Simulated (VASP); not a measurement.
Write the native input for VASP 6.6.1 that does the following.

```
Task                   : single point
Functional             : r2SCAN
Dispersion             : rVV10
Potentials or basis    : VASP PAW PBE potentials, release 64 (Na_pv, F)
Cutoff                 : 520 eV
k mesh                 : 10 × 10 × 10
Occupations            : fermi-dirac, width 0.03 eV
Spin                   : no spin polarisation
Dipole correction      : no
Further INCAR settings : ALGO = Normal; EDIFF = 1e-06; NBANDS = 14
```

Crystal: NaF.

```
Na F
1.0
     0.00000    2.28536    2.28536
     2.28536    0.00000    2.28536
     2.28536    2.28536    0.00000
Na F
1 1
Direct
  0.00000 0.00000 0.00000
  0.50000 0.50000 0.50000
```

These files were run (other wordings do the same):

POSCAR

```
NaF
1.0
    0.0000000000      2.2853639790      2.2853639790
    2.2853639790      0.0000000000      2.2853639790
    2.2853639790      2.2853639790      0.0000000000
Na F
1 1
Direct
    0.0000000000      0.0000000000      0.0000000000
    0.5000000000      0.5000000000      0.5000000000
```

INCAR.step1

```
ALGO = Normal
EDIFF = 1E-4
ENCUT = 520
GGA = PE
ISMEAR = -1
LASPH = T
LCHARG = F
LREAL = F
LWAVE = T
NBANDS = 14
NELM = 80
PREC = Accurate
SIGMA = 0.03
```

INCAR.step2

```
ALGO = Normal
BPARAM = 11.95
CPARAM = 0.0093
EDIFF = 1E-6
ENCUT = 520
ISIF = 2
ISMEAR = -1
ISTART = 1
IVDW_NL = 2
LASPH = T
LCHARG = F
LMIXTAU = T
LREAL = F
LUSE_VDW = T
LWAVE = F
METAGGA = R2SCAN
NBANDS = 14
NELM = 80
PREC = Accurate
SIGMA = 0.03
```

KPOINTS

```
k-points
0
Gamma
  10 10 10
```

Potentials or basis: VASP PAW PBE potentials, release 64 (Na_pv, F).

The run is started by

```sh
$ cat potpaw_PBE.64/Na_pv/POTCAR potpaw_PBE.64/F/POTCAR > POTCAR
$ cp INCAR.step1 INCAR
$ mpirun -np 1 vasp_std > vasp.out
$ cp INCAR.step2 INCAR
$ mpirun -np 1 vasp_std > vasp.out
```

It gave:

The pressure is -0.9 GPa and the band gap on the k mesh is 7.33 eV, direct.

Caveat: the PAW data sets were made with another functional, which shifts forces and pressure a little.

Wall time 38 s on 1 thread of Intel(R) Xeon(R) Platinum 8488C (Sapphire Rapids), with other jobs on the host, peak memory 0.21 GiB.
